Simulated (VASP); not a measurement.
Here is a VASP 6.6.1 calculation.

File INCAR:

```
SYSTEM = Au
ALGO = Normal
EDIFF = 1E-7
ENCUT = 520
GGA = PE
ISIF = 2
ISMEAR = -1
LASPH = .True.
LCHARG = .False.
LREAL = .False.
LWAVE = .False.
NBANDS = 12
NELM = 100
PREC = Accurate
SIGMA = 0.1
```

KPOINTS

```
k-points
0
Gamma
  22 22 22
  0 0 0
```

Contents of POSCAR:

```
Au
1.0
   -1.6060841265      1.6060841265      1.6060841265
    1.6060841265     -1.6060841265      1.6060841265
    1.6060841265      1.6060841265     -1.6060841265
Au
1
Direct
    0.0000000000      0.0000000000      0.0000000000
```

Potentials or basis: VASP PAW PBE potentials, release 64 (Au).

The run is started by

```console
$ cat potpaw_PBE.64/Au/POTCAR > POTCAR
$ mpirun -np 1 vasp_std > vasp.out
```

Predict the band gap on the k mesh.

zero (an odd number of electrons rules out a gap without spin polarisation).

What does it give for the pressure?

14.5 GPa.

Caveat: the cell stands under pressure; spin-orbit coupling is left out, which moves the levels of the heavy elements.
